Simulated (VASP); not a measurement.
Set up this calculation in VASP 6.6.1, as the native input.

```
Task                   : single point
Functional             : PBEsol
Dispersion             : D3(BJ)
Potentials or basis    : VASP PAW PBE potentials, release 64 (Hg)
Cutoff                 : 520 eV
k mesh                 : 18 × 18 × 10
Occupations            : gaussian, width 0.15 eV
Spin                   : no spin polarisation
Dipole correction      : no
Further INCAR settings : ALGO = Fast; EDIFF = 1e-06; NBANDS = 19
```

The structure of Hg lies in POSCAR:

```
Hg
1.0
    3.1121880803      0.0000000000      0.0000000000
   -1.5560940402      2.6952339389      0.0000000000
    0.0000000000      0.0000000000      5.1923745932
Hg
2
Direct
    0.6666666667      0.3333333333      0.7500000000
    0.3333333333      0.6666666667      0.2500000000
```

These files were run (other wordings do the same):

INCAR

```
  PREC = Accurate
  ENCUT = 520
  EDIFF = 1E-6
  ISMEAR = 0
  SIGMA = 0.15
  LREAL = False
  LASPH = True
  NELM = 100
  ALGO = Fast
  ISIF = 2
  LWAVE = False
  LCHARG = False
  GGA = PS
  IVDW = 12
  NBANDS = 19
```

KPOINTS

```
regular mesh
0
Gamma
  18 18 10
```

Potentials or basis: VASP PAW PBE potentials, release 64 (Hg).

The run is started by

```sh
$ cat potpaw_PBE.64/Hg/POTCAR > POTCAR
$ mpirun -np 1 vasp_std > vasp.out
```

It gave:

* Pressure: 0.6 GPa
* Band gap on the k mesh: zero (bands 12 and 13 overlap by 1.97 eV)
* Dispersion energy per atom: -0.460 eV

Caveat: the PAW data sets were made with another functional, which shifts forces and pressure a little; spin-orbit coupling is left out, which moves the levels of the heavy elements.

It took 2 min on 1 thread of Intel Xeon 8259CL, on a shared host, peak memory 0.28 GiB.
